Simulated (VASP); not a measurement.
Crystal: SiC.

```xyz
8
Lattice="3.0129 0.0000 0.0000 -1.5065 2.6093 0.0000 0.0000 0.0000 9.8651" Properties=species:S:1:pos:R:3 pbc="T T T"
Si    0.0000    0.0000    1.8536
Si    0.0000    0.0000    6.7861
Si    0.0000    1.7395    4.3193
Si    1.5065    0.8698    9.2519
C     0.0000    0.0000    0.0045
C     0.0000    0.0000    4.9371
C     0.0000    1.7395    2.4643
C     1.5065    0.8698    7.3969
```

Base run:

* Program: VASP 6.6.1
* Functional: PBEsol
* Potentials or basis: VASP PAW PBE potentials, release 64 (Si, C)
* Cutoff: 520 eV
* k mesh: 10 × 10 × 3
* Occupations: fermi-dirac, width 0.05 eV
* Spin: no spin polarisation

Its results: band gap on the k mesh 2.12 eV, indirect (least direct gap 3.26 eV); pressure 16.5 GPa; largest force 0.027 eV/Å.

Q: After a change of settings the same cell gave: band gap on the k mesh 2.19 eV, indirect (least direct gap 3.34 eV); pressure 12.6 GPa; largest force 0.018 eV/Å. Which change was it?
A. functional from PBEsol to BLYP; dispersion from none to D4
B. further incar settings from ALGO = Normal; EDIFF = 1e-06; NBANDS = 26 to ALGO = Normal; EDIFF = 1e-07; NBANDS = 26
C. functional from PBEsol to SVWN5
D. functional from PBEsol to PBE; further incar settings from ALGO = Normal; EDIFF = 1e-06; NBANDS = 26 to ALGO = Normal; EDIFF = 1e-07; NBANDS = 26

A: C.

SVWN5 binds more tightly than PBEsol, so the same cell stands under less pressure.

Caveats: the PAW data sets were made with another functional, which shifts forces and pressure a little.
